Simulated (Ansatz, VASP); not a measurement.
# One calculation of TaN, two programs

INCAR

```
SYSTEM = TaN
ALGO = Normal ; EDIFF = 1E-8
ENCUT = 520 ; GGA = CA
ISIF = 2 ; ISMEAR = -1
LASPH = .True. ; LCHARG = .False.
LEFG = .True. ; LREAL = .False.
LWAVE = .False. ; NBANDS = 33
NELM = 80 ; PREC = Accurate
SIGMA = 0.03
```

KPOINTS

```
k-points
0
Gamma
  5 5 8
  0 0 0
```

File POSCAR:

```
TaN
1.0
    5.1331492632      0.0000000000      0.0000000000
   -2.5665746316      4.4454376634      0.0000000000
    0.0000000000      0.0000000000      2.9080000000
Ta N
3 3
Direct
    0.0000000000      0.0000000000      0.0000000000
    0.3333333333      0.6666666667      0.5000000000
    0.6666666667      0.3333333333      0.5000000000
    0.5000000000      0.0000000000      0.0000000000
    0.5000000000      0.5000000000      0.0000000000
    0.0000000000      0.5000000000      0.0000000000
```

Input for Ansatz:

```yaml
crystal:
  lattice:
    - [5.1331492632, 0.0, 0.0]
    - [-2.5665746316, 4.4454376634, 0.0]
    - [0.0, 0.0, 2.908]
  atoms:
    - { symbol: Ta, position: [0.0, 0.0, 0.0] }
    - { symbol: Ta, position: [0.3333333333, 0.6666666667, 0.5] }
    - { symbol: Ta, position: [0.6666666667, 0.3333333333, 0.5] }
    - { symbol: "N", position: [0.5, 0.0, 0.0] }
    - { symbol: "N", position: [0.5, 0.5, 0.0] }
    - { symbol: "N", position: [0.0, 0.5, 0.0] }
kpoints:
  mp_grid: { grid: [5, 5, 8] }
scf:
  occupations: { method: fermi_dirac, width: 0.03 }
hamiltonian:
  xc: lda
  pseudopotentials: { kind: all_electron, datasets: crystal }
output:
  forces: true
  stress: true
  eigenvalues: true
  efg: { contact_densities: true }
```

Change from the starting cell: equal xx and yy strain of -1 %, crystal datasets.

Alike in both runs: task electric field gradients; functional LDA; k mesh 5 × 5 × 8; occupations fermi-dirac, width 0.03 eV; no spin polarisation.

```csv
,VASP,Ansatz
version,VASP 6.6.1,Ansatz 0.2.0
potentials or method,"VASP PAW LDA potentials, release 64 (Ta_pv, N), cutoff 520 eV","all-electron PAW with datasets made for the crystal, scalar-relativistic"
```

|  | VASP | Ansatz | Ansatz less VASP |
| --- | --- | --- | --- |
| pressure (GPa) | 3.0 | 1.0 | -1.97 |
| traceless stress, the component that is largest in VASP (GPa) | -2.44 | -2.99 | -0.556 |
| size of Vzz on the site where it differs most (V/Å²) | 339.2 | 456.3 | +117.08 |

LDA's correlation is that of Perdew and Zunger in VASP and of Perdew and Wang (1992) in Ansatz. Ansatz ran all-electron here, and VASP with PAW potentials.

Neither program's run includes spin-orbit coupling.
